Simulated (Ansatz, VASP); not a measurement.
# SnO2: VASP beside Ansatz

```
Sn O
1.0
     4.47916    0.00000    0.00000
     0.00000    4.47939    0.00000
     0.00000    0.00000    3.61438
Sn O
2 4
Direct
  0.50000 0.50000 0.50000
  0.00000 0.00000 0.00000
  0.30586 0.30596 0.00000
  0.80586 0.19404 0.50000
  0.19414 0.80596 0.50000
  0.69414 0.69404 0.00000
```

Alike in both runs: task single point; functional r2SCAN; k mesh 6 × 6 × 10; occupations gaussian, width 0.05 eV; no spin polarisation.

```csv
,VASP,Ansatz
version,VASP 6.6.1,Ansatz 0.2.0
potentials or method,"VASP PAW PBE potentials, release 64 (Sn_d, O), cutoff 520 eV","scalar-relativistic, plane waves, PAW"
valence electrons in the cell,52,52
```

Ansatz gave:

```
gap on the k mesh at the Fermi level (eV)                     : 1.56
least direct gap on the mesh (eV)                             : 1.56
pressure (GPa)                                                : -1.4
traceless stress, the component that is largest in VASP (GPa) : -22.73
rms of the force components (eV/Å)                            : 0.331
```

Problem. Which values does VASP return?

Solution. gap on the k mesh at the Fermi level (eV): 1.57; least direct gap on the mesh (eV): 1.57; pressure (GPa): -0.2; traceless stress, the component that is largest in VASP (GPa): -23.21; rms of the force components (eV/Å): 0.374.

VASP's potentials were made for PBE, not for r2SCAN. Atom by atom the forces differ by 0.042 eV/Å (rms over components).
